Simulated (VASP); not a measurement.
# GaN (Fm-3m) in VASP: settings compared

The runs below take GaN through single point, with PBE, r2SCAN.

All numbers are computed with VASP 6.6.1; they aren't measurements. Logs are shortened: lines on timing, memory, paths and dates and some standing lists are left out, and cuts for length are marked.

### 1 The cell of the first run

Symmetry: Fm-3m, No. 225, cubic system. The conventional cell has a = 4.217 Å, b = 4.217 Å, c = 4.217 Å, α = 90.00°, β = 90.00°, γ = 90.00°. Within 2.8 Å of Ga (site symmetry m-3m) lie 6 N at 2.11 Å. Within 2.8 Å of N (site symmetry m-3m) lie 6 Ga at 2.11 Å.

### 2 Single point, PBE

Contents of INCAR:

```
SYSTEM = GaN
ALGO = Normal
EDIFF = 1E-6
ENCUT = 520
GGA = PE
ISIF = 2
ISMEAR = -1
LASPH = .True.
LCHARG = .False.
LREAL = .False.
LWAVE = .False.
NBANDS = 16
NELM = 60
PREC = Accurate
SIGMA = 0.02
```

Contents of KPOINTS:

```
k-points
0
Gamma
  10 10 10
  0 0 0
```

Contents of POSCAR:

```
GaN
1.0
    0.0000000000      2.1085152362      2.1085152362
    2.1085152362      0.0000000000      2.1085152362
    2.1085152362      2.1085152362      0.0000000000
Ga N
1 1
Direct
    0.0000000000      0.0000000000      0.0000000000
    0.5000000000      0.5000000000      0.5000000000
```

Potentials or basis: VASP PAW PBE potentials, release 64 (Ga_d, N).

Started as:

```console
> cat potpaw_PBE.64/Ga_d/POTCAR potpaw_PBE.64/N/POTCAR > POTCAR
> mpirun -np 1 vasp_std > vasp.out
```

OUTCAR:

```text
SYSTEM = GaN
   EDIFF = 1E-6
   ENCUT = 520
   GGA = PE
   ISIF = 2
   ISMEAR = -1
   LASPH = .True.
   LREAL = .False.
   NELM = 60
   PREC = Accurate

 ion  position               nearest neighbor table
   1  0.000  0.000  0.000-   2 2.11   2 2.11   2 2.11   2 2.11   2 2.11   2 2.11
   2  0.500  0.500  0.500-   1 2.11   1 2.11   1 2.11   1 2.11   1 2.11   1 2.11

  LATTYP: Found a face centered cubic cell.
 ALAT       =     4.2170304724

  Lattice vectors:

 A1 = (   0.0000000000,   2.1085152362,   2.1085152362)
 A2 = (   2.1085152362,   0.0000000000,   2.1085152362)
 A3 = (   2.1085152362,   2.1085152362,   0.0000000000)

Analysis of symmetry for initial positions (statically):
=====================================================================
 Subroutine PRICEL returns:
 Original cell was already a primitive cell.

 Routine SETGRP: Setting up the symmetry group for a
 face centered cubic supercell.

 Subroutine GETGRP returns: Found 48 space group operations
 (whereof 48 operations were pure point group operations)
 out of a pool of 48 trial point group operations.

The static configuration has the point symmetry O_h .

Analysis of symmetry for dynamics (positions and initial velocities):
=====================================================================
 Subroutine PRICEL returns:
 Original cell was already a primitive cell.

 Routine SETGRP: Setting up the symmetry group for a
 face centered cubic supercell.

 Subroutine GETGRP returns: Found 48 space group operations
 (whereof 48 operations were pure point group operations)
 out of a pool of 48 trial point group operations.

The dynamic configuration has the point symmetry O_h .

 Subroutine INISYM returns: Found 48 space group operations
 (whereof 48 operations are pure point group operations),
 and found     1 'primitive' translations

----------------------------------------------------------------------------------------

                                     Primitive cell

  volume of cell :      18.7482

  direct lattice vectors                    reciprocal lattice vectors
     0.000000000  2.108515236  2.108515236    -0.237133691  0.237133691  0.237133691
     2.108515236  0.000000000  2.108515236     0.237133691 -0.237133691  0.237133691
     2.108515236  2.108515236  0.000000000     0.237133691  0.237133691 -0.237133691

  length of vectors
     2.981890844  2.981890844  2.981890844     0.410727601  0.410727601  0.410727601

  position of ions in fractional coordinates (direct lattice)
     0.000000000  0.000000000  0.000000000
     0.500000000  0.500000000  0.500000000

  ion indices of the primitive-cell ions
   primitive index   ion index
                 1           1
                 2           2

----------------------------------------------------------------------------------------

 KPOINTS: k-points

Automatic generation of k-mesh.
 Grid dimensions read from file:
 generate k-points for:   10   10   10

 Generating k-lattice:

  Cartesian coordinates                     Fractional coordinates (reciprocal lattice)
    -0.023713369  0.023713369  0.023713369     0.100000000  0.000000000  0.000000000
     0.023713369 -0.023713369  0.023713369     0.000000000  0.100000000  0.000000000
     0.023713369  0.023713369 -0.023713369     0.000000000  0.000000000  0.100000000

  Length of vectors
     0.041072760  0.041072760  0.041072760

  Shift w.r.t. Gamma in fractional coordinates (k-lattice)
     0.000000000  0.000000000  0.000000000

 Subroutine IBZKPT returns following result:
 ===========================================

 Found     47 irreducible k-points:

 Following reciprocal coordinates:
            Coordinates               Weight
  0.000000  0.000000  0.000000      1.000000
  0.100000  0.000000  0.000000      8.000000
  0.200000  0.000000  0.000000      8.000000
  0.300000  0.000000  0.000000      8.000000
  0.400000  0.000000  0.000000      8.000000
  0.500000  0.000000  0.000000      4.000000
[... 16 lines left out ...]
  0.300000  0.300000  0.000000      6.000000
  0.400000  0.300000  0.000000     24.000000
 [... further k-points ...]
   k-points           NKPTS =     47   k-points in BZ     NKDIM =     47   number of bands    NBANDS=     16
   number of dos      NEDOS =    301   number of ions     NIONS =      2
   total plane-waves  NPLWV =  13824
   dimension x,y,z NGX =    24 NGY =   24 NGZ =   24
   dimension x,y,z NGXF=    48 NGYF=   48 NGZF=   48
   ions per type =               1   1
   NGX,Y,Z   is equivalent  to a cutoff of  13.38, 13.38, 13.38 a.u.
   NGXF,Y,Z  is equivalent  to a cutoff of  26.76, 26.76, 26.76 a.u.
 SYSTEM =  GaN
   PREC   = accura    normal or accurate (medium, high low for compatibility)
   ISTART =      0    job   : 0-new  1-cont  2-samecut
   ICHARG =      2    charge: 1-file 2-atom 10-const
   ISPIN  =      1    spin polarized calculation?
   LNONCOLLINEAR =      F non collinear calculations
   LSORBIT =      F    spin-orbit coupling
   LASPH  =      T    aspherical Exc in radial PAW
   ENCUT  =  520.0 eV  38.22 Ry    6.18 a.u.   5.54  5.54  5.54*2*pi/ulx,y,z
   NELM   =     60;   NELMIN=  2; NELMDL= -5     # of ELM steps
   EDIFF  = 0.1E-05   stopping-criterion for ELM
   LREAL  =      F    real-space projection
   EDIFFG = 0.1E-04   stopping-criterion for IOM
   NSW    =      0    number of steps for IOM
   IBRION =     -1    ionic relax: 0-MD 1-quasi-New 2-CG
   NFREE  =      0    steps in history (QN), initial steepest desc. (CG)
   ISIF   =      2    stress and relaxation
   ISYM   =      2    0-nonsym 1-usesym 2-fastsym
   POTIM  = 0.5000    time-step for ionic-motion
   TEBEG  =    0.0;   TEEND  =   0.0 temperature during run
   PSTRESS=    0.0 pullay stress
   NELECT =      18.0000    total number of electrons
   NUPDOWN=      -1.0000    fix difference up-down
   EMIN   =  10.00;   EMAX   =-10.00  energy-range for DOS
   EFERMI =   0.00;   METHOD = LEGACY
   ISMEAR =    -1;   SIGMA  =   0.02  broadening in eV -4-tet -1-fermi 0-gaus
   EFERMI_NEDOS =   21; number of points for ismear=-14 and -15
   IALGO  =     38    algorithm
   IMIX   =      4    mixing-type and parameters
     AMIX     =   0.40;   BMIX     =  1.00
     AMIX_MAG =   1.60;   BMIX_MAG =  1.00
  volume/ion in A,a.u.               =       9.37        63.26
  Fermi-wavevector in a.u.,A,eV,Ry     =   1.615024  3.051952 35.488101  2.608302
  Thomas-Fermi vector in A             =   2.709838
   LORBIT       =      0    0 simple, 1 ext, 2 COOP (PROOUT), +10 PAW based schemes
   GGA     = PE    functional components
   LHFCALC =     F    Hartree Fock is set to
   AEXX    =    0.0000 exact exchange contribution
   IVDW    =     0    specifies the selected vdW correction
   LEPSILON=     F    determine dielectric tensor
   LRPA    =     F    only Hartree local field effects (RPA)
 non-spin polarized calculation
  energy-cutoff  :      520.00
  volume of cell :       18.75
 maximum number of plane-waves:       531
 NGX is ok and might be reduce to    24
   NGX = 11   NGY = 11   NGZ = 11

 number of electron      18.0000008 magnetization

 Free energy of the ion-electron system (eV)
  ---------------------------------------------------
  ext. energy  EPLUGINS =         0.00000000
  ---------------------------------------------------
  free energy    TOTEN  =       -11.18524868 eV

  energy without entropy =      -11.18524868  energy(sigma->0) =      -11.18524868

 E-fermi :   8.3075     XC(G=0): -13.1185

 val. band max:        7.9571797271   @ k =  -0.2000   0.2000   0.0000
 cond. band min:       8.6188726988   @ k =   0.5000   0.5000   0.0000
 fundamental gap:      0.6616929717
 Fermi energy:         8.3075321205

 k-point     1 :       0.0000    0.0000    0.0000
  band No.  band energies     occupation
      1      -9.3874      2.00000
      2      -6.0026      2.00000
      3      -6.0026      2.00000
      4      -6.0026      2.00000
      5      -5.9066      2.00000
      6      -5.9066      2.00000
[... 8 lines left out ...]
     15      23.9036      0.00000
     16      24.0966      0.00000

 k-point     2 :       0.1000    0.0000    0.0000
  band No.  band energies     occupation
      1      -9.1913      2.00000
      2      -6.0106      2.00000
      3      -5.9930      2.00000
      4      -5.9930      2.00000
      5      -5.9194      2.00000
      6      -5.9194      2.00000
[... 8 lines left out ...]
     15      24.0111      0.00000
     16      24.0111      0.00000

 k-point     3 :       0.2000    0.0000    0.0000
  band No.  band energies     occupation
      1      -8.6231      2.00000
      2      -6.0316      2.00000
      3      -6.0175      2.00000
      4      -6.0175      2.00000
      5      -5.9026      2.00000
      6      -5.9026      2.00000
[... 8 lines left out ...]
     15      25.0749      0.00000
     16      25.0749      0.00000

 k-point     4 :       0.3000    0.0000    0.0000
  band No.  band energies     occupation
      1      -7.7599      2.00000
      2      -6.0848      2.00000
      3      -6.0848      2.00000
      4      -6.0590      2.00000
      5      -5.8433      2.00000
      6      -5.8433      2.00000
[... 8 lines left out ...]
     15      26.8952      0.00000
     16      26.8952      0.00000
[... 324 lines left out ...]
 k-point    22 :      -0.2000    0.2000    0.0000
  band No.  band energies     occupation
      1      -7.6440      2.00000
      2      -6.0814      2.00000
      3      -6.0742      2.00000
      4      -6.0410      2.00000
      5      -5.8934      2.00000
      6      -5.6139      2.00000
[... 8 lines left out ...]
     15      26.8967      0.00000
     16      29.0102      0.00000

 k-point    23 :       0.3000    0.3000    0.0000
  band No.  band energies     occupation
      1      -7.8840      2.00000
      2      -6.1245      2.00000
      3      -5.8329      2.00000
      4      -5.8312      2.00000
      5      -5.8312      2.00000
      6      -5.4321      2.00000
[... 8 lines left out ...]
     15      32.0377      0.00000
     16      33.7902      0.00000

 k-point    24 :       0.4000    0.3000    0.0000
  band No.  band energies     occupation
      1      -7.7093      2.00000
      2      -6.1390      2.00000
      3      -5.8671      2.00000
      4      -5.8180      2.00000
      5      -5.7646      2.00000
      6      -4.7742      2.00000
[... 8 lines left out ...]
     15      32.8403      0.00000
     16      34.2818      0.00000

 [... further k-points ...]
[... 5 lines left out ...]
  --------------------------------------------------------------------------------------
  -------------------------------------------------------------------------------------
  Total        1.0637856      1.0637856      1.0637856     -0.0000000     -0.0000000      0.0000000
  in kB       90.9084901     90.9084901     90.9084901     -0.0000000     -0.0000000      0.0000000
  external PRESSURE =      90.9084901 kB  Pullay stress =       0.0000000 kB

 VOLUME and BASIS-vectors are now :
 -----------------------------------------------------------------------------
  energy-cutoff  :      520.00
  volume of cell :       18.75
      direct lattice vectors                 reciprocal lattice vectors
     0.000000000  2.108515236  2.108515236    -0.237133691  0.237133691  0.237133691
     2.108515236  0.000000000  2.108515236     0.237133691 -0.237133691  0.237133691
     2.108515236  2.108515236  0.000000000     0.237133691  0.237133691 -0.237133691

 POSITION                                       TOTAL-FORCE (eV/Angst)
 -----------------------------------------------------------------------------------
      0.00000      0.00000      0.00000        -0.000000      0.000000      0.000000
      2.10852      2.10852      2.10852         0.000000     -0.000000     -0.000000
 -----------------------------------------------------------------------------------
    total drift:                                0.000000     -0.000000     -0.000000

  FREE ENERGIE OF THE ION-ELECTRON SYSTEM (eV)
  ---------------------------------------------------
  free  energy   TOTEN  =       -11.1852486791 eV

  energy  without entropy=      -11.1852486783  energy(sigma->0) =      -11.18524868
```

It took 16 s on 1 thread of Intel Xeon 6975P-C, shared host; peak memory 0.14 GiB.

Results:

```yaml
Free_energy: -11.1852 eV
Pressure: 9.1 GPa
Band_gap_on_the_k_mesh: 0.66 eV, indirect (least direct gap 2.83 eV)
```

Levels at points of the mesh, in eV from the valence-band top:
| k point | band 6 | band 7 | band 8 | band 9 | band 10 | band 11 | band 12 | band 13 |
| --- | --- | --- | --- | --- | --- | --- | --- | --- |
| (0.00, 0.00, 0.00) | -13.86 | -0.49 | -0.49 | -0.49 | 2.34 | 14.79 | 14.79 | 14.79 |
| (0.50, 0.00, 0.00) | -13.73 | -8.26 | -0.14 | -0.14 | 4.75 | 9.16 | 9.16 | 9.52 |
| (0.50, 0.50, 0.00) | -10.95 | -7.15 | -3.04 | -3.04 | 0.66 | 7.86 | 12.02 | 14.62 |

(Continued in part 2 of 2.)
